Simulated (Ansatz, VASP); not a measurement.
**Two plane-wave programs on F**

```xyz
4
Lattice="2.9155 -1.8154 -0.2249 2.9155 1.8154 -0.2249 -2.1504 0.0000 7.2530" Properties=species:S:1:pos:R:3 pbc="T T T"
F     0.2926    0.0000    0.6437
F     3.3880    0.0000    6.1596
F     1.6479    0.0000    4.0807
F     2.0327    0.0000    2.7226
```

Change from the starting cell: volume 18.756 Å^3 an atom, stretch along a over the lengths across it, relative to the relaxed cell 0.9230.

Alike in both runs: task single point; functional PBEsol; k mesh 4 × 4 × 2; occupations gaussian, width 0.05 eV; no spin polarisation.

|  | VASP | Ansatz |
| --- | --- | --- |
| version | VASP 6.6.1 | Ansatz 0.2.0 |
| potentials or method | VASP PAW PBE potentials, release 64 (F_h), cutoff 910 eV | scalar-relativistic, plane waves, PAW |
| valence electrons in the cell | 28 | 28 |

VASP gave:

```
gap on the k mesh at the Fermi level (eV) : 2.91
least direct gap on the mesh (eV)         : 2.97
rms of the force components (eV/Å)        : 0.224
```

**Question.** What did Ansatz give for the same quantities?

**Answer.** gap on the k mesh at the Fermi level (eV): 2.91; least direct gap on the mesh (eV): 2.98; rms of the force components (eV/Å): 0.242.

VASP's potentials were made for PBE, not for PBEsol. Atom by atom the forces differ by 0.019 eV/Å (rms over components). With one functional, cell and mesh, what is left measures potentials, basis and numerics.

The k mesh is coarse, so the values compare programs but aren't converged. Noted on VASP's run: the cutoff is short for stress, so the pressure is rough.
